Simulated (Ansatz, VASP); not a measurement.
**Two plane-wave programs on Al3GaSb4**

```
CELL_PARAMETERS angstrom
5.64689 0.00000 0.00000
0.00000 5.64689 0.00000
0.00000 0.00000 5.64689
ATOMIC_POSITIONS crystal
Al 0.50000 0.50000 0.00000
Al 0.50000 0.00000 0.50000
Al 0.00000 0.50000 0.50000
Ga 0.00000 0.00000 0.00000
Sb 0.74416 0.74416 0.25584
Sb 0.74416 0.25584 0.74416
Sb 0.25584 0.74416 0.74416
Sb 0.25584 0.25584 0.25584
```

Alike in both runs: task relaxation of cell and atoms; functional PBEsol; k mesh 4 × 4 × 4; occupations gaussian, width 0.1 eV; no spin polarisation.

|  | VASP | Ansatz |
| --- | --- | --- |
| version | VASP 6.6.1 | Ansatz 0.2.0 |
| potentials or method | VASP PAW PBE potentials, release 64 (Al, Ga_d, Sb), cutoff 600 eV | scalar-relativistic, plane waves, PAW |
| valence electrons in the cell | 42 | 82 |

VASP gave:

```
gap on the k mesh at the Fermi level, each at its own relaxed structure (eV) : 0.42
relaxed volume (Å³/atom)                                                     : 29.06
relaxed cell length with the largest relative difference (Å)                 : 6.149
```

**Question.** What did Ansatz give for the same quantities?

**Answer.** gap on the k mesh at the Fermi level, each at its own relaxed structure (eV): 0.45; relaxed volume (Å³/atom): 28.77; relaxed cell length with the largest relative difference (Å): 6.129.

VASP's potentials were made for PBE, not for PBEsol. VASP's potentials hold 42 valence electrons a cell and Ansatz's 82, so a difference there can come from the potentials and not from the codes.

Spin-orbit coupling is off throughout. Noted on VASP's run: the volume moved by over 15 % at a fixed basis, so the end points are rough.
